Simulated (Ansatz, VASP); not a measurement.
## BN in VASP and in Ansatz

The input POSCAR:

```
BN
1.0
    2.5667092997      0.0000000000      0.0000000000
   -1.2833546499      2.2228354577      0.0000000000
    0.0000000000      0.0000000000      4.2268550000
B N
2 2
Direct
    0.6666666667      0.3333333333      0.9997240000
    0.3333333333      0.6666666667      0.4997240000
    0.6666666667      0.3333333333      0.6252760000
    0.3333333333      0.6666666667      0.1252760000
```

File INCAR.step1:

```
PREC = Accurate ; ENCUT = 910
ISMEAR = 0 ; SIGMA = 0.05
LREAL = F ; LASPH = T
NELM = 120 ; NBANDS = 16
GGA = PE ; ALGO = Normal
EDIFF = 1E-5 ; LWAVE = T
LCHARG = F ; GGA_COMPAT = F
```

File INCAR.step2:

```
PREC = Accurate ; ENCUT = 910
EDIFF = 1E-6 ; ISMEAR = 0
SIGMA = 0.05 ; LREAL = F
LASPH = T ; NELM = 120
ALGO = Normal ; ISIF = 2
LWAVE = F ; LCHARG = F
METAGGA = R2SCAN ; LMIXTAU = T
NBANDS = 16 ; ISTART = 1
GGA_COMPAT = F
```

KPOINTS

```
regular mesh
0
Gamma
  12 12 6
```

Input for Ansatz:

```yaml
crystal:
  lattice:
    - [2.5667092997, 0.0, 0.0]
    - [-1.2833546499, 2.2228354577, 0.0]
    - [0.0, 0.0, 4.226855]
  atoms:
    - { symbol: B, position: [0.6666666667, 0.3333333333, 0.999724] }
    - { symbol: B, position: [0.3333333333, 0.6666666667, 0.499724] }
    - { symbol: "N", position: [0.6666666667, 0.3333333333, 0.625276] }
    - { symbol: "N", position: [0.3333333333, 0.6666666667, 0.125276] }
basis:
  ecutwfc: 500
kpoints:
  mp_grid: { grid: [12, 12, 6] }
hamiltonian:
  xc: r2scan
scf:
  occupations: { method: gaussian, width: 0.05 }
output:
  forces: true
  stress: true
  eigenvalues: true
```

Change from the starting cell: strain +0.0050 x Voigt [1, 1, 0, 0, 0, 0], atoms carried along.

Alike in both runs: task single point; functional r2SCAN; k mesh 12 × 12 × 6; occupations gaussian, width 0.05 eV; no spin polarisation.

|  | VASP | Ansatz |
| --- | --- | --- |
| version | VASP 6.6.1 | Ansatz 0.2.0 |
| potentials or method | VASP PAW PBE potentials, release 64 (B_h, N_h), cutoff 910 eV | scalar-relativistic, plane waves, PAW |
| valence electrons in the cell | 16 | 16 |

|  | VASP | Ansatz | Ansatz less VASP |
| --- | --- | --- | --- |
| gap on the k mesh at the Fermi level (eV) | 5.77 | 5.78 | +0.017 |
| least direct gap on the mesh (eV) | 8.85 | 8.86 | +0.007 |
| rms of the force components (eV/Å) | 0.016 | 0.015 | -0.0013 |

VASP's potentials were made for PBE, not for r2SCAN. Atom by atom the forces differ by 0.001 eV/Å (rms over components).

Noted on VASP's run: the cutoff is short for stress, so the pressure is rough.
